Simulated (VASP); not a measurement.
# NaH (Fm-3m) in VASP: notebook, part 2 of 3

VASP 6.6.1. The steps go on from the part before.

**3. Vibrations by perturbation theory, PBEsol**

This run uses another cell than the first one, of 12.08 Å³/atom.

File INCAR:

```
PREC     = Accurate       # precision mode
ENCUT    = 520            # plane-wave cutoff, eV
EDIFF    = 1E-8           # SCF threshold, eV
ISMEAR   = 0              # smearing method
SIGMA    = 0.01           # smearing width, eV
LREAL    = F              # projectors in reciprocal space
LASPH    = T              # aspherical terms in the spheres
NELM     = 80             # most SCF steps
ALGO     = Normal         # electronic algorithm
ISIF     = 2              # what is computed and relaxed
LWAVE    = F              # write WAVECAR
LCHARG   = F              # write CHGCAR
GGA      = PS             # functional
IBRION   = 8              # ionic algorithm
NSW      = 1              # ionic steps
```

File KPOINTS:

```
regular mesh
0
Gamma
  8 8 8
```

File POSCAR:

```
NaH
1.0
    2.2944277330      2.2944277330      0.0000000000
   -2.2944277330      2.2944277330      0.0000000000
    0.0000000000      2.2944277330      2.2944277330
Na H
1 1
Direct
    0.0000000000      0.0000000000      0.0000000000
    0.5000000000      0.5000000000      0.0000000000
```

Potentials or basis: VASP PAW PBE potentials, release 64 (Na_pv, H).

Started as:

```sh
$ cat potpaw_PBE.64/Na_pv/POTCAR potpaw_PBE.64/H/POTCAR > POTCAR
$ mpirun -np 1 vasp_std > vasp.out
```

OUTCAR:

```text
PREC = Accurate
   ENCUT = 520
   EDIFF = 1E-8
   ISMEAR = 0
   LREAL = F
   LASPH = T
   NELM = 80
   ISIF = 2
   GGA = PS
   IBRION = 8
   NSW = 1

 ion  position               nearest neighbor table
   1  0.000  0.000  0.000-
   2  0.500  0.500  0.000-

  LATTYP: Found a face centered cubic cell.
 ALAT       =     4.5888554660

  Lattice vectors:

 A1 = (   0.0000000000,   2.2944277330,   2.2944277330)
 A2 = (   2.2944277330,   0.0000000000,   2.2944277330)
 A3 = (   2.2944277330,   2.2944277330,   0.0000000000)

Analysis of symmetry for initial positions (statically):
=====================================================================
 Subroutine PRICEL returns:
 Original cell was already a primitive cell.

 Routine SETGRP: Setting up the symmetry group for a
 face centered cubic supercell.

 Subroutine GETGRP returns: Found 48 space group operations
 (whereof 48 operations were pure point group operations)
 out of a pool of 48 trial point group operations.

The static configuration has the point symmetry O_h .

Analysis of symmetry for dynamics (positions and initial velocities):
=====================================================================
 Subroutine PRICEL returns:
 Original cell was already a primitive cell.

 Routine SETGRP: Setting up the symmetry group for a
 face centered cubic supercell.

 Subroutine GETGRP returns: Found 48 space group operations
 (whereof 48 operations were pure point group operations)
 out of a pool of 48 trial point group operations.

The dynamic configuration has the point symmetry O_h .

 Subroutine INISYM returns: Found 48 space group operations
 (whereof 48 operations are pure point group operations),
 and found     1 'primitive' translations

----------------------------------------------------------------------------------------

                                     Primitive cell

  volume of cell :      24.1576

  direct lattice vectors                    reciprocal lattice vectors
     2.294427733  2.294427733  0.000000000     0.217919263  0.217919263 -0.217919263
    -2.294427733  2.294427733  0.000000000    -0.217919263  0.217919263 -0.217919263
     0.000000000  2.294427733  2.294427733     0.000000000  0.000000000  0.435838525

  length of vectors
     3.244810818  3.244810818  3.244810818     0.377447235  0.377447235  0.435838525

  position of ions in fractional coordinates (direct lattice)
     0.000000000  0.000000000  0.000000000
     0.500000000  0.500000000  0.000000000

  ion indices of the primitive-cell ions
   primitive index   ion index
                 1           1
                 2           2

----------------------------------------------------------------------------------------
[... 131 lines left out ...]
      3     -22.3082      2.00000
      4      -4.7399      2.00000
      5      11.3062      0.00000
      6      16.0256      0.00000
      7      16.0256      0.00000
      8      16.0256      0.00000
[... 243 lines left out ...]
 k-point    24 :       0.5000    0.2500    0.1250
  band No.  band energies     occupation
      1     -22.4455      2.00000
      2     -22.3668      2.00000
      3     -22.3397      2.00000
      4      -1.1047      2.00000
      5       4.1197      0.00000
      6       7.6893      0.00000
      7      11.3494      0.00000
      8      15.7777      0.00000

 [... further k-points ...]

------------------------ aborting loop because EDIFF is reached ----------------------------------------

  FORCE on cell =-STRESS in cart. coord.  units (eV):
  Direction    XX          YY          ZZ          XY          YZ          ZX
  --------------------------------------------------------------------------------------
  -------------------------------------------------------------------------------------
  Total        0.6021174      0.6021174      0.6021174     -0.0000000     -0.0000000      0.0000000
  in kB       39.9336153     39.9336153     39.9336153     -0.0000000     -0.0000000      0.0000000
  external PRESSURE =      39.9336153 kB  Pullay stress =       0.0000000 kB

 VOLUME and BASIS-vectors are now :
 -----------------------------------------------------------------------------
  energy-cutoff  :      520.00
  volume of cell :       24.16
      direct lattice vectors                 reciprocal lattice vectors
     2.294427733  2.294427733  0.000000000     0.217919263  0.217919263 -0.217919263
    -2.294427733  2.294427733  0.000000000    -0.217919263  0.217919263 -0.217919263
     0.000000000  2.294427733  2.294427733     0.000000000  0.000000000  0.435838525

 POSITION                                       TOTAL-FORCE (eV/Angst)
 -----------------------------------------------------------------------------------
      0.00000      0.00000      0.00000        -0.000000     -0.000000      0.000000
      0.00000      2.29443      0.00000         0.000000      0.000000      0.000000
 -----------------------------------------------------------------------------------
    total drift:                               -0.000000     -0.000000     -0.000000

  FREE ENERGIE OF THE ION-ELECTRON SYSTEM (eV)
  ---------------------------------------------------
  free  energy   TOTEN  =        -5.0468902554 eV

  energy  without entropy=       -5.0468902554  energy(sigma->0) =       -5.04689026

[... ionic steps 2 to 3 ...]

--------------------------------------- Ionic step        4  -------------------------------------------

------------------------ aborting loop because EDIFF is reached ----------------------------------------

[... ionic steps 5 to 6 ...]

--------------------------------------- Ionic step        7  -------------------------------------------

 Free energy of the ion-electron system (eV)
  ---------------------------------------------------
  ---------------------------------------------------
  free energy    TOTEN  =        -0.01737534 eV

  energy without entropy =       -0.01737534

------------------------ aborting loop because EDIFF is reached ----------------------------------------

 INTERNAL STRAIN TENSOR  FOR ION    2  DIRECTION 1   (eV/Angst):
 -----------------------------------------------------------------------------
    -0.00893  0.00000 -0.00000
     0.00000  0.00462  0.00000
    -0.00000  0.00000  0.00462

 INTERNAL STRAIN TENSOR FOR ION    2 for displacements in x,y,z  (eV/Angst):
          X           Y           Z          XY          YZ          ZX
  --------------------------------------------------------------------------------
  x     0.00000     0.00000     0.00000     0.00000     0.00000     0.00000
  y     0.00000     0.00000     0.00000     0.00000     0.00000     0.00000
  z     0.00000     0.00000     0.00000     0.00000     0.00000     0.00000

 SECOND DERIVATIVES (NOT SYMMETRIZED)
 ------------------------------------
               1X          1Y          1Z          2X          2Y          2Z
  1X    -1.550306    0.000000    0.000000    1.550306    0.000000    0.000000
  1Y     0.000000   -1.550306    0.000000    0.000000    1.550306    0.000000
  1Z     0.000000    0.000000   -1.550306    0.000000    0.000000    1.550306
  2X     1.519355    0.000000   -0.000000   -1.519355   -0.000000    0.000000
  2Y    -0.000000    1.519355    0.000000    0.000000   -1.519355   -0.000000
  2Z     0.000000    0.000000    1.519355   -0.000000   -0.000000   -1.519355

 Eigenvectors and eigenvalues of the dynamical matrix
 ----------------------------------------------------

   1 f  =   19.692967 THz   123.734558 2PiTHz  656.886658 cm-1    81.443529 meV
             X         Y         Z           dx          dy          dz
      0.000000  0.000000  0.000000     0.178970    0.102326    0.000000
      0.000000  2.294428  0.000000    -0.849476   -0.485685    0.000000
[... 21 lines left out ...]
   6 f/i=    0.040057 THz     0.251684 2PiTHz    1.336147 cm-1     0.165661 meV
             X         Y         Z           dx          dy          dz
      0.000000  0.000000  0.000000     0.047005   -0.976955   -0.029135
      0.000000  2.294428  0.000000     0.009903   -0.205828   -0.006138

--------------------------------------------------------------------------------------------------------

 ELASTIC MODULI CONTR FROM IONIC RELAXATION (kBar)
 Direction    XX          YY          ZZ          XY          YZ          ZX
 --------------------------------------------------------------------------------
 XX           0.0000      0.0000      0.0000      0.0000      0.0000      0.0000
 YY           0.0000      0.0000      0.0000      0.0000      0.0000      0.0000
 ZZ           0.0000      0.0000      0.0000      0.0000      0.0000      0.0000
 XY           0.0000      0.0000      0.0000      0.0000      0.0000      0.0000
 YZ           0.0000      0.0000      0.0000      0.0000      0.0000      0.0000
 ZX           0.0000      0.0000      0.0000      0.0000      0.0000      0.0000
 --------------------------------------------------------------------------------
```

Run time: 46 s. Hardware: 1 thread of Intel Xeon 8259CL, shared host; peak memory 0.16 GiB.

What came out:

- Highest phonon frequency at Γ: 657 cm⁻¹

Phonon frequencies in cm⁻¹ (negative: imaginary):
| q point | frequencies |
| --- | --- |
| (0.000, 0.000, 0.000) | -1 -1 -1 657 657 657 |

Caveat: the cell stands under pressure or tension, which shifts response properties; the PAW data sets were made with another functional, which shifts forces and pressure a little.

**4. Vibrations by perturbation theory, PBEsol**

This run uses another cell than the first one, of 12.80 Å³/atom.

File INCAR:

```
SYSTEM = NaH
  PREC = Accurate
  ENCUT = 520
  EDIFF = 1E-8
  ISMEAR = 0
  SIGMA = 0.01
  LREAL = .FALSE.
  LASPH = .TRUE.
  NELM = 80
  ALGO = Normal
  ISIF = 2
  LWAVE = .FALSE.
  LCHARG = .FALSE.
  GGA = PS
  NBANDS = 11
  IBRION = 8
  NSW = 1
```

File KPOINTS:

```
Automatic mesh
0
G
  8 8 8
  0 0 0
```

File POSCAR:

```
NaH
1.0
    2.3389701807      2.3389701807      0.0000000000
   -2.3389701807      2.3389701807      0.0000000000
    0.0000000000      2.3389701807      2.3389701807
Na H
1 1
Direct
    0.0000000000      0.0000000000      0.0000000000
    0.5000000000      0.5000000000      0.0000000000
```

Potentials or basis: VASP PAW PBE potentials, release 64 (Na_pv, H).

Started as:

```sh
$ cat potpaw_PBE.64/Na_pv/POTCAR potpaw_PBE.64/H/POTCAR > POTCAR
$ mpirun -np 1 vasp_std > vasp.out
```

OUTCAR:

```text
SYSTEM = NaH
   PREC = Accurate
   ENCUT = 520
   EDIFF = 1E-8
   ISMEAR = 0
   LREAL = .FALSE.
   LASPH = .TRUE.
   NELM = 80
   ISIF = 2
   GGA = PS
   IBRION = 8
   NSW = 1

 ion  position               nearest neighbor table
   1  0.000  0.000  0.000-
   2  0.500  0.500  0.000-

  LATTYP: Found a face centered cubic cell.
 ALAT       =     4.6779403614

  Lattice vectors:

 A1 = (   0.0000000000,   2.3389701807,   2.3389701807)
 A2 = (   2.3389701807,   0.0000000000,   2.3389701807)
 A3 = (   2.3389701807,   2.3389701807,   0.0000000000)

Analysis of symmetry for initial positions (statically):
=====================================================================
 Subroutine PRICEL returns:
 Original cell was already a primitive cell.

 Routine SETGRP: Setting up the symmetry group for a
 face centered cubic supercell.

 Subroutine GETGRP returns: Found 48 space group operations
 (whereof 48 operations were pure point group operations)
 out of a pool of 48 trial point group operations.

The static configuration has the point symmetry O_h .

Analysis of symmetry for dynamics (positions and initial velocities):
=====================================================================
 Subroutine PRICEL returns:
 Original cell was already a primitive cell.

 Routine SETGRP: Setting up the symmetry group for a
 face centered cubic supercell.

 Subroutine GETGRP returns: Found 48 space group operations
 (whereof 48 operations were pure point group operations)
 out of a pool of 48 trial point group operations.

The dynamic configuration has the point symmetry O_h .

 Subroutine INISYM returns: Found 48 space group operations
 (whereof 48 operations are pure point group operations),
 and found     1 'primitive' translations

----------------------------------------------------------------------------------------

                                     Primitive cell

  volume of cell :      25.5920

  direct lattice vectors                    reciprocal lattice vectors
     2.338970181  2.338970181  0.000000000     0.213769292  0.213769292 -0.213769292
    -2.338970181  2.338970181  0.000000000    -0.213769292  0.213769292 -0.213769292
     0.000000000  2.338970181  2.338970181     0.000000000  0.000000000  0.427538584

  length of vectors
     3.307803352  3.307803352  3.307803352     0.370259275  0.370259275  0.427538584

  position of ions in fractional coordinates (direct lattice)
     0.000000000  0.000000000  0.000000000
     0.500000000  0.500000000  0.000000000

  ion indices of the primitive-cell ions
   primitive index   ion index
                 1           1
                 2           2

[... 138 lines left out ...]
      8      15.3650      0.00000
      9      16.5638      0.00000
     10      16.5638      0.00000
     11      16.5638      0.00000
[... 309 lines left out ...]
 k-point    24 :       0.5000    0.2500    0.1250
  band No.  band energies     occupation
      1     -22.7199      2.00000
      2     -22.6552      2.00000
      3     -22.6327      2.00000
      4      -1.3028      2.00000
      5       3.7815      0.00000
      6       7.2424      0.00000
      7      10.7357      0.00000
      8      14.9677      0.00000
      9      16.1505      0.00000
     10      19.5867      0.00000
     11      21.8351      0.00000

 [... further k-points ...]

------------------------ aborting loop because EDIFF is reached ----------------------------------------

  FORCE on cell =-STRESS in cart. coord.  units (eV):
  Direction    XX          YY          ZZ          XY          YZ          ZX
  --------------------------------------------------------------------------------------
  -------------------------------------------------------------------------------------
  Total        0.3173145      0.3173145      0.3173145      0.0000000      0.0000000     -0.0000000
  in kB       19.8653614     19.8653614     19.8653614      0.0000000      0.0000000     -0.0000000
  external PRESSURE =      19.8653614 kB  Pullay stress =       0.0000000 kB

 VOLUME and BASIS-vectors are now :
 -----------------------------------------------------------------------------
  energy-cutoff  :      520.00
  volume of cell :       25.59
      direct lattice vectors                 reciprocal lattice vectors
     2.338970181  2.338970181  0.000000000     0.213769292  0.213769292 -0.213769292
    -2.338970181  2.338970181  0.000000000    -0.213769292  0.213769292 -0.213769292
     0.000000000  2.338970181  2.338970181     0.000000000  0.000000000  0.427538584

 POSITION                                       TOTAL-FORCE (eV/Angst)
 -----------------------------------------------------------------------------------
      0.00000      0.00000      0.00000        -0.000000      0.000000      0.000000
      0.00000      2.33897      0.00000         0.000000     -0.000000      0.000000
 -----------------------------------------------------------------------------------
    total drift:                               -0.000000     -0.000000     -0.000000

  FREE ENERGIE OF THE ION-ELECTRON SYSTEM (eV)
  ---------------------------------------------------
  free  energy   TOTEN  =        -5.0739529803 eV

  energy  without entropy=       -5.0739529803  energy(sigma->0) =       -5.07395298

[... ionic steps 2 to 3 ...]

--------------------------------------- Ionic step        4  -------------------------------------------

------------------------ aborting loop because EDIFF is reached ----------------------------------------

[... ionic steps 5 to 6 ...]

--------------------------------------- Ionic step        7  -------------------------------------------

 Free energy of the ion-electron system (eV)
  ---------------------------------------------------
  ---------------------------------------------------
  free energy    TOTEN  =        -0.01720088 eV

  energy without entropy =       -0.01720088

------------------------ aborting loop because EDIFF is reached ----------------------------------------

 INTERNAL STRAIN TENSOR  FOR ION    2  DIRECTION 1   (eV/Angst):
 -----------------------------------------------------------------------------
    -0.00829  0.00000 -0.00000
     0.00000  0.00444 -0.00000
    -0.00000 -0.00000  0.00444

 INTERNAL STRAIN TENSOR FOR ION    2 for displacements in x,y,z  (eV/Angst):
          X           Y           Z          XY          YZ          ZX
  --------------------------------------------------------------------------------
  x     0.00000     0.00000     0.00000     0.00000     0.00000     0.00000
  y     0.00000     0.00000     0.00000     0.00000     0.00000     0.00000
  z     0.00000     0.00000     0.00000     0.00000     0.00000     0.00000

 SECOND DERIVATIVES (NOT SYMMETRIZED)
 ------------------------------------
               1X          1Y          1Z          2X          2Y          2Z
  1X    -1.280845    0.000000    0.000000    1.280845    0.000000    0.000000
  1Y     0.000000   -1.280845    0.000000    0.000000    1.280845    0.000000
  1Z     0.000000    0.000000   -1.280845    0.000000    0.000000    1.280845
  2X     1.255098    0.000000   -0.000000   -1.255098   -0.000000    0.000000
  2Y    -0.000000    1.255098    0.000000    0.000000   -1.255098   -0.000000
  2Z     0.000000    0.000000    1.255098   -0.000000   -0.000000   -1.255098

 Eigenvectors and eigenvalues of the dynamical matrix
 ----------------------------------------------------

   1 f  =   17.898706 THz   112.460889 2PiTHz  597.036581 cm-1    74.023069 meV
             X         Y         Z           dx          dy          dz
      0.000000  0.000000  0.000000     0.206171   -0.000000   -0.000000
      0.000000  2.338970  0.000000    -0.978516    0.000000    0.000000
[... 21 lines left out ...]
   6 f/i=    0.036662 THz     0.230354 2PiTHz    1.222910 cm-1     0.151621 meV
             X         Y         Z           dx          dy          dz
      0.000000  0.000000  0.000000    -0.000000   -0.000000   -0.978516
      0.000000  2.338970  0.000000     0.000000    0.000000   -0.206171

--------------------------------------------------------------------------------------------------------

 ELASTIC MODULI CONTR FROM IONIC RELAXATION (kBar)
 Direction    XX          YY          ZZ          XY          YZ          ZX
 --------------------------------------------------------------------------------
 XX           0.0000      0.0000      0.0000      0.0000      0.0000      0.0000
 YY           0.0000      0.0000      0.0000      0.0000      0.0000      0.0000
 ZZ           0.0000      0.0000      0.0000      0.0000      0.0000      0.0000
 XY           0.0000      0.0000      0.0000      0.0000      0.0000      0.0000
 YZ           0.0000      0.0000      0.0000      0.0000      0.0000      0.0000
 ZX           0.0000      0.0000      0.0000      0.0000      0.0000      0.0000
 --------------------------------------------------------------------------------
```

It took 1.8 min on 1 thread of Intel Xeon 8259CL, shared host; peak memory 0.19 GiB.

What came out:

| Item | Value |
| --- | --- |
| Highest phonon frequency at Γ | 597 cm⁻¹ |

Phonon frequencies in cm⁻¹ (negative: imaginary):
| q point | frequencies |
| --- | --- |
| (0.000, 0.000, 0.000) | -1 -1 -1 597 597 597 |

Caveat: the cell stands under pressure or tension, which shifts response properties; the PAW data sets were made with another functional, which shifts forces and pressure a little.

[end of part 2 of 3]
